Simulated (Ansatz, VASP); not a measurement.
**P: VASP beside Ansatz**

```
P
1.0
     3.71022    0.00000    0.00000
     2.10486    3.05537    0.00000
     2.10486    1.10594    2.84819
P
2
Direct
  0.22708 0.22708 0.22708
  0.77292 0.77292 0.77292
```

Alike in both runs: task relaxation of cell and atoms; functional BLYP; dispersion D3(BJ); k mesh 6 × 6 × 6; occupations fermi-dirac, width 0.05 eV; no spin polarisation.

```csv
,VASP,Ansatz
version,VASP 6.6.1,Ansatz 0.2.0
potentials or method,"VASP PAW PBE potentials, release 64 (P)","plane waves, PAW"
plane-wave cutoff (eV),600,420
valence electrons in the cell,10,10
```

|  | VASP | Ansatz | Ansatz less VASP |
| --- | --- | --- | --- |
| relaxed volume (Å³/atom) | 16.26 | 16.19 | -0.073 |
| relaxed length of the cell vector where the two differ most in proportion (Å) | 3.707 | 3.695 | -0.0121 |

VASP's potentials were made for PBE, not for BLYP.

The k mesh is coarse, so the values compare programs but aren't converged.
